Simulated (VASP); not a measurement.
# InAs3 (Fm-3m) in VASP: further runs, part 2 of 2

VASP 6.6.1.

**4. Single point, PBE (Sb replaced by As, lengths x 0.936, strained)**

Contents of INCAR:

```
SYSTEM = InAs3
PREC = Accurate
ENCUT = 520
EDIFF = 1E-6
ISMEAR = 0
SIGMA = 0.1
LREAL = .False.
LASPH = .True.
NELM = 60
ALGO = Normal
ISIF = 2
LWAVE = .False.
LCHARG = .True.
GGA = PE
LELF = .True.
LVHAR = .True.
NBANDS = 22
```

Contents of KPOINTS:

```
regular mesh
0
Gamma
  10 10 10
  0 0 0
```

Contents of POSCAR:

```
InAs3
1.0
    0.0000000000      3.4640910064      3.4640910064
    3.4640910064      0.0000000000      3.4640910064
    3.4640910064      3.4640910064      0.0000000000
In As
1 3
Direct
    0.0000000000      0.0000000000      0.0000000000
    0.2500000000      0.2500000000      0.2500000000
    0.7500000000      0.7500000000      0.7500000000
    0.5000000000      0.5000000000      0.5000000000
```

Command:

```console
cat potpaw_PBE.64/In_d/POTCAR potpaw_PBE.64/As/POTCAR > POTCAR
mpirun -np 1 vasp_std > vasp.out
```

Wall time 1.8 min (1 thread of Intel Xeon 8259CL, shared host); peak memory 0.25 GiB.

The run converged. Its results:

| Quantity | Value |
| --- | --- |
| Free energy | -15.2249 eV |
| Pressure | 0.1 GPa |
| Band gap on the k mesh | zero (band 14 reaches 7.73 eV, above the bottom of band 15 at 4.88 eV) |

Levels at points of the mesh, in eV from the Fermi level:
| k point | band 10 | band 11 | band 12 | band 13 | band 14 | band 15 | band 16 | band 17 | band 18 | band 19 |
| --- | --- | --- | --- | --- | --- | --- | --- | --- | --- | --- |
| (0.00, 0.00, 0.00) | -2.72 | -2.72 | -2.65 | -2.65 | -2.65 | -1.58 | -0.66 | -0.66 | -0.66 | 4.29 |
| (0.50, 0.00, 0.00) | -3.74 | -3.74 | -2.93 | -2.93 | -0.61 | 0.35 | 1.99 | 1.99 | 3.56 | 3.86 |
| (0.50, 0.50, 0.00) | -5.64 | -5.64 | -0.04 | 0.79 | 0.79 | 1.54 | 1.74 | 1.91 | 1.91 | 5.40 |

Caveat: the cell differs from its parent crystal (Sb replaced by As, lengths x 0.936, strained); spin-orbit coupling is left out, which moves the levels of the heavy elements.

**5. Single point, PBE (Sb replaced by As, lengths x 0.936, strained)**

Contents of INCAR:

```
PREC     = Accurate       # precision mode
ENCUT    = 520            # plane-wave cutoff, eV
EDIFF    = 1E-6           # SCF threshold, eV
ISMEAR   = 0              # smearing method
SIGMA    = 0.1            # smearing width, eV
LREAL    = F              # projectors in reciprocal space
LASPH    = T              # aspherical terms in the spheres
NELM     = 80             # most SCF steps
ALGO     = Normal         # electronic algorithm
ISIF     = 2              # what is computed and relaxed
LWAVE    = F              # write WAVECAR
LCHARG   = T              # write CHGCAR
GGA      = PE             # functional
LELF     = T              # ELF
LVHAR    = T            
NBANDS   = 22             # bands
```

Contents of KPOINTS:

```
regular mesh
0
Gamma
  10 10 10
```

Contents of POSCAR:

```
InAs3
1.0
    0.0000000000      3.6292100151      3.6292100151
    3.6292100151      0.0000000000      3.6292100151
    3.6292100151      3.6292100151      0.0000000000
In As
1 3
Direct
    0.0000000000      0.0000000000      0.0000000000
    0.2500000000      0.2500000000      0.2500000000
    0.7500000000      0.7500000000      0.7500000000
    0.5000000000      0.5000000000      0.5000000000
```

Command:

```console
cat potpaw_PBE.64/In_d/POTCAR potpaw_PBE.64/As/POTCAR > POTCAR
mpirun -np 1 vasp_std > vasp.out
```

It took 2.6 min on 1 thread of Intel Xeon 8259CL, shared host; peak memory 0.29 GiB.

The run converged. Its results:

```yaml
Free_energy: -14.9204 eV
Pressure: -7.0 GPa
Band_gap_on_the_k_mesh: zero (band 14 reaches 6.05 eV, above the bottom of band 15 at 3.06 eV)
```

Levels at points of the mesh, in eV from the Fermi level:
```csv
k point,band 10,band 11,band 12,band 13,band 14,band 15,band 16,band 17,band 18,band 19
"(0.00, 0.00, 0.00)",-2.31,-2.31,-2.24,-2.24,-2.24,-2.20,-0.47,-0.47,-0.47,4.48
"(0.50, 0.00, 0.00)",-3.22,-3.22,-2.43,-2.43,-0.79,0.02,1.70,1.70,2.83,3.74
"(0.50, 0.50, 0.00)",-4.83,-4.83,-0.36,0.63,0.63,1.14,1.25,1.64,1.64,4.72
```

Caveat: the cell differs from its parent crystal (Sb replaced by As, lengths x 0.936, strained); spin-orbit coupling is left out, which moves the levels of the heavy elements.

**6. Single point, PBE (Sb replaced by As, lengths x 0.936, strained)**

Contents of INCAR:

```
PREC = Accurate ; ENCUT = 520
EDIFF = 1E-6 ; ISMEAR = 0
SIGMA = 0.1 ; LREAL = False
LASPH = True ; NELM = 80
ALGO = Normal ; ISIF = 2
LWAVE = False ; LCHARG = False
GGA = PE ; NBANDS = 22
```

Contents of KPOINTS:

```
regular mesh
0
Gamma
  4 4 4
```

Contents of POSCAR:

```
InAs3
1.0
    0.0000000000      3.5790459301      3.5790459301
    3.5790459301      0.0000000000      3.5790459301
    3.5790459301      3.5790459301      0.0000000000
In As
1 3
Direct
    0.0000000000      0.0000000000      0.0000000000
    0.2500000000      0.2500000000      0.2500000000
    0.7500000000      0.7500000000      0.7500000000
    0.5000000000      0.5000000000      0.5000000000
```

Potentials or basis: VASP PAW PBE potentials, release 64 (In_d, As).

Command:

```console
cat potpaw_PBE.64/In_d/POTCAR potpaw_PBE.64/As/POTCAR > POTCAR
mpirun -np 1 vasp_std > vasp.out
```

OUTCAR:

```text
PREC = Accurate
   ENCUT = 520
   EDIFF = 1E-6
   ISMEAR = 0
   LREAL = False
   LASPH = True
   NELM = 80
   ISIF = 2
   GGA = PE

 ion  position               nearest neighbor table
   1  0.000  0.000  0.000-   2 3.10   3 3.10   3 3.10   3 3.10   3 3.10   2 3.10   2 3.10   2 3.10

   2  0.250  0.250  0.250-   1 3.10   1 3.10   1 3.10   1 3.10
   3  0.750  0.750  0.750-   1 3.10   1 3.10   1 3.10   1 3.10
   4  0.500  0.500  0.500-

  LATTYP: Found a face centered cubic cell.
 ALAT       =     7.1580918602

  Lattice vectors:

 A1 = (   0.0000000000,   3.5790459301,   3.5790459301)
 A2 = (   3.5790459301,   0.0000000000,   3.5790459301)
 A3 = (   3.5790459301,   3.5790459301,   0.0000000000)

Analysis of symmetry for initial positions (statically):
=====================================================================
 Subroutine PRICEL returns:
 Original cell was already a primitive cell.

 Routine SETGRP: Setting up the symmetry group for a
 face centered cubic supercell.

[... 150 lines left out ...]
  free energy    TOTEN  =       -14.86289862 eV

  energy without entropy =      -14.83632582  energy(sigma->0) =      -14.84961222

 E-fermi :   5.6397     XC(G=0): -10.1946

 val. band max:        5.5657339915   @ k =   0.5000   0.2500   0.0000
 cond. band min:       5.6465906437   @ k =  -0.2500   0.2500   0.0000
 fundamental gap:      0.0808566521
 Fermi energy:         5.6396556680

 k-point     1 :       0.0000    0.0000    0.0000
  band No.  band energies     occupation
      1      -8.9113      2.00000
      2      -8.9113      2.00000
      3      -8.9113      2.00000
      4      -8.8727      2.00000
      5      -8.8727      2.00000
      6      -7.5631      2.00000
[... 189 lines left out ...]
     21      10.4972      0.00000
     22      14.3458      0.00000

------------------------ aborting loop because EDIFF is reached ----------------------------------------

  FORCE on cell =-STRESS in cart. coord.  units (eV):
  Direction    XX          YY          ZZ          XY          YZ          ZX
  --------------------------------------------------------------------------------------
  -------------------------------------------------------------------------------------
  Total       -3.4269178     -3.4269178     -3.4269178     -0.0000000      0.0000000     -0.0000000
  in kB      -59.8800916    -59.8800916    -59.8800916     -0.0000000      0.0000000     -0.0000000
  external PRESSURE =     -59.8800916 kB  Pullay stress =       0.0000000 kB

 VOLUME and BASIS-vectors are now :
 -----------------------------------------------------------------------------
  energy-cutoff  :      520.00
  volume of cell :       91.69
      direct lattice vectors                 reciprocal lattice vectors
     0.000000000  3.579045930  3.579045930    -0.139702035  0.139702035  0.139702035
     3.579045930  0.000000000  3.579045930     0.139702035 -0.139702035  0.139702035
     3.579045930  3.579045930  0.000000000     0.139702035  0.139702035 -0.139702035

 POSITION                                       TOTAL-FORCE (eV/Angst)
 -----------------------------------------------------------------------------------
      0.00000      0.00000      0.00000         0.000000     -0.000000      0.000000
      1.78952      1.78952      1.78952        -0.000000     -0.000000     -0.000000
      5.36857      5.36857      5.36857         0.000000      0.000000      0.000000
      3.57905      3.57905      3.57905         0.000000     -0.000000      0.000000
 -----------------------------------------------------------------------------------
    total drift:                               -0.000000      0.000000      0.000000

  FREE ENERGIE OF THE ION-ELECTRON SYSTEM (eV)
  ---------------------------------------------------
  free  energy   TOTEN  =       -14.8628986242 eV

  energy  without entropy=      -14.8363258213  energy(sigma->0) =      -14.84961222
```

OSZICAR:

```text
N       E                     dE             d eps       ncg     rms          rms(c)
DAV:   1     0.185722684695E+03    0.18572E+03   -0.11999E+04   352   0.125E+03
DAV:   2     0.175034931439E+01   -0.18397E+03   -0.17583E+03   372   0.307E+02
DAV:   3    -0.143798896435E+02   -0.16130E+02   -0.15589E+02   438   0.892E+01
DAV:   4    -0.149666366072E+02   -0.58675E+00   -0.57722E+00   402   0.162E+01
DAV:   5    -0.149874894537E+02   -0.20853E-01   -0.20845E-01   504   0.330E+00    0.346E+00
DAV:   6    -0.148749988782E+02    0.11249E+00   -0.34711E-01   468   0.577E+00    0.195E+00
DAV:   7    -0.148651717264E+02    0.98272E-02   -0.50862E-02   448   0.141E+00    0.955E-01
DAV:   8    -0.148628715575E+02    0.23002E-02   -0.10187E-02   450   0.653E-01    0.156E-01
DAV:   9    -0.148628581406E+02    0.13417E-04   -0.98319E-04   446   0.233E-01    0.595E-02
DAV:  10    -0.148628973976E+02   -0.39257E-04   -0.16666E-04   394   0.932E-02    0.260E-02
DAV:  11    -0.148628993766E+02   -0.19790E-05   -0.17610E-05   434   0.379E-02    0.109E-02
DAV:  12    -0.148628986242E+02    0.75248E-06   -0.15296E-06   218   0.798E-03
   1 F= -.14862899E+02 E0= -.14849612E+02  d E =-.265728E-01
```

Run time: 15 s. Hardware: 1 thread of Intel Xeon Platinum 8488C (Sapphire Rapids), shared host; peak memory 0.23 GiB.

Results:

```
Free energy            : -14.8629 eV
Pressure               : -6.0 GPa
Band gap on the k mesh : zero (band 14 reaches 6.60 eV, above the bottom of band 15 at 3.61 eV)
```

Caveat: the k points lie up to 0.38 Å⁻¹ apart; the cell differs from its parent crystal (Sb replaced by As, lengths x 0.936, strained); spin-orbit coupling is left out, which moves the levels of the heavy elements.

**7. Single point, PBE (Sb replaced by As, lengths x 0.936, strained)**

Contents of INCAR:

```
SYSTEM = InAs3
  PREC = Accurate
  ENCUT = 520
  EDIFF = 1E-7
  ISMEAR = 0
  SIGMA = 0.1
  LREAL = .FALSE.
  LASPH = .TRUE.
  NELM = 100
  ALGO = Normal
  ISIF = 2
  LWAVE = .FALSE.
  LCHARG = .FALSE.
  GGA = PE
  NBANDS = 22
```

Contents of KPOINTS:

```
Automatic mesh
0
G
  10 10 10
  0 0 0
```

POSCAR is that of step 6.

Command:

```console
cat potpaw_PBE.64/In_d/POTCAR potpaw_PBE.64/As/POTCAR > POTCAR
mpirun -np 1 vasp_std > vasp.out
```

Wall time 69 s (1 thread of Intel Xeon Platinum 8488C (Sapphire Rapids), shared host); peak memory 0.28 GiB.

The run converged. Its results:

```
Free energy            : -15.0716 eV
Pressure               : -5.4 GPa
Band gap on the k mesh : zero (band 14 reaches 6.52 eV, above the bottom of band 15 at 3.65 eV)
```

Levels at points of the mesh, in eV from the Fermi level:
```csv
k point,band 11,band 12,band 13,band 14,band 15,band 16,band 17,band 18
"(0.00, 0.00, 0.00)",-2.44,-2.36,-2.36,-2.36,-2.04,-0.53,-0.53,-0.53
"(0.50, 0.00, 0.00)",-3.38,-2.58,-2.58,-0.75,0.10,1.78,1.78,3.03
"(0.50, 0.50, 0.00)",-5.07,-0.29,0.67,0.67,1.30,1.32,1.71,1.71
```

Caveat: the cell differs from its parent crystal (Sb replaced by As, lengths x 0.936, strained); spin-orbit coupling is left out, which moves the levels of the heavy elements.

**8. Overview**

| cell | k mesh | gap on the mesh (eV) | pressure (GPa) |
| --- | --- | --- | --- |
| a = 4.899 Å, angles 60.0°, 4 atoms | 4 × 4 × 4 | none | -0.8 |
| a = 5.132 Å, angles 60.0°, 4 atoms | 4 × 4 × 4 | none | -7.4 |
| a = 4.899 Å, angles 60.0°, 4 atoms | 10 × 10 × 10 | none | 0.1 |
| a = 5.132 Å, angles 60.0°, 4 atoms | 10 × 10 × 10 | none | -7.0 |
| a = 5.062 Å, angles 60.0°, 4 atoms | 4 × 4 × 4 | none | -6.0 |
| a = 5.062 Å, angles 60.0°, 4 atoms | 10 × 10 × 10 | none | -5.4 |

Alike in all rows: task single point; level PBE; potentials or basis VASP PAW PBE potentials, release 64 (In_d, As); no spin polarisation; cutoff (eV) 520; smearing gaussian 0.1 eV.

Caveats: some runs use coarse meshes; spin-orbit coupling is left out, which moves the levels of the heavy elements.

Absolute energies hang on the potentials; compare differences alone.
